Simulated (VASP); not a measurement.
Input of a VASP 6.6.1 run:

The input INCAR:

```
PREC = Accurate
ENCUT = 520
EDIFF = 1E-7
ISMEAR = -1
SIGMA = 0.05
LREAL = False
LASPH = True
NELM = 150
ALGO = Normal
ISIF = 2
LWAVE = False
LCHARG = False
ISPIN = 2
MAGMOM = 2 1
LORBIT = 11
LMAXMIX = 4
GGA = PS
NBANDS = 22
```

KPOINTS

```
regular mesh
0
Gamma
  9 9 9
```

Contents of POSCAR:

```
TiCo
1.0
    2.9251528449      0.0000000000      0.0000000000
    0.0000000000      2.9251528449      0.0000000000
    0.0000000000      0.0000000000      2.9251528449
Co Ti
1 1
Direct
    0.5000000000      0.5000000000      0.5000000000
    0.0000000000      0.0000000000      0.0000000000
```

Potentials or basis: VASP PAW PBE potentials, release 64 (Co, Ti_sv).

Command:

```console
$ cat potpaw_PBE.64/Co/POTCAR potpaw_PBE.64/Ti_sv/POTCAR > POTCAR
$ mpirun -np 1 vasp_std > vasp.out
```

Q: Estimate the pressure.

A: 1.9 GPa.

Q: Estimate the site moments.

A: Co +0.59; Ti -0.02 μB.

Q: Estimate the net moment.

A: 0.55 μB per cell.

Caveat: the PAW data sets were made with another functional, which shifts forces and pressure a little.
